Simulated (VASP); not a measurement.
Here is a VASP 6.6.1 calculation.

The input POSCAR:

```
Ta2N
1.0
    3.1128615060      0.0000000000      0.0000000000
   -1.5564307530      2.6958171426      0.0000000000
    0.0000000000      0.0000000000      4.8698410000
Ta N
2 1
Direct
    0.3333333333      0.6666666667      0.2547110000
    0.6666666667      0.3333333333      0.7452890000
    0.0000000000      0.0000000000      0.0000000000
```

The input INCAR.step1:

```
SYSTEM = Ta2N
ALGO = Normal
EDIFF = 1E-4
ENCUT = 520
GGA = PE
ISMEAR = -1
LASPH = .TRUE.
LCHARG = .FALSE.
LDAU = .TRUE.
LDAUJ = 0 0
LDAUL = 2 -1
LDAUTYPE = 2
LDAUU = 3 0
LMAXMIX = 4
LREAL = .FALSE.
LWAVE = .TRUE.
NBANDS = 20
NELM = 150
PREC = Accurate
SIGMA = 0.05
```

Contents of INCAR.step2:

```
SYSTEM = Ta2N
ALGO = Normal
EDIFF = 1E-7
ENCUT = 520
ISIF = 2
ISMEAR = -1
ISTART = 1
LASPH = .TRUE.
LCHARG = .FALSE.
LDAU = .TRUE.
LDAUJ = 0 0
LDAUL = 2 -1
LDAUPRINT = 1
LDAUTYPE = 2
LDAUU = 3 0
LMAXMIX = 4
LMIXTAU = .TRUE.
LREAL = .FALSE.
LWAVE = .FALSE.
METAGGA = R2SCAN
NBANDS = 20
NELM = 150
PREC = Accurate
SIGMA = 0.05
```

The input KPOINTS:

```
k-points
0
G
  10 10 6
  0 0 0
```

Potentials or basis: VASP PAW PBE potentials, release 64 (Ta_pv, N).

Command:

```bash
$ cat potpaw_PBE.64/Ta_pv/POTCAR potpaw_PBE.64/N/POTCAR > POTCAR
$ cp INCAR.step1 INCAR
$ mpirun -np 1 vasp_std > vasp.out
$ cp INCAR.step2 INCAR
$ mpirun -np 1 vasp_std > vasp.out
```

Estimate the pressure.

4.1 GPa.

What does it give for the largest force?

0.528 eV/Å.

Stress tensor (GPa, compression positive):
```
2.33 0.00 0.00
0.00 2.33 0.00
0.00 0.00 7.72
```

Caveat: the PAW data sets were made with another functional, which shifts forces and pressure a little; U without spin polarisation on a metal has little footing.
